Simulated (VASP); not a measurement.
Input of a VASP 6.6.1 run:

File INCAR:

```
PREC = Accurate
ENCUT = 520
EDIFF = 1E-7
ISMEAR = 0
SIGMA = 0.1
LREAL = F
LASPH = T
NELM = 80
ALGO = Fast
ISIF = 2
LWAVE = F
LCHARG = F
NBANDS = 22
```

Contents of KPOINTS:

```
regular mesh
0
Gamma
  9 9 12
```

POSCAR

```
Sr
1.0
    7.1881227859      0.0000000000      0.0000000000
   -3.5940613929      6.2250969380      0.0000000000
    0.0000000000      0.0000000000      3.8826221827
Sr
3
Direct
    0.0000000000      0.6657832900      0.0000000000
    0.3342167100      0.3342167100      0.0000000000
    0.6657832900      0.0000000000      0.0000000000
```

Potentials or basis: VASP PAW LDA potentials, release 64 (Sr_sv).

Launch:

```sh
$ cat potpaw_LDA.64/Sr_sv/POTCAR > POTCAR
$ mpirun -np 1 vasp_std > vasp.out
```

Question: Predict the pressure.

Answer: -1.5 GPa.

Question: Predict the largest force.

Answer: 0.011 eV/Å.

Question: Predict the band gap on the k mesh.

Answer: Zero (bands 15 and 16 overlap by 0.71 eV).

Stress tensor (GPa, compression positive):
```
-1.64  0.00  0.00
 0.00 -1.64  0.00
 0.00  0.00 -1.32
```

Caveat: the cell differs from its parent crystal (strained).
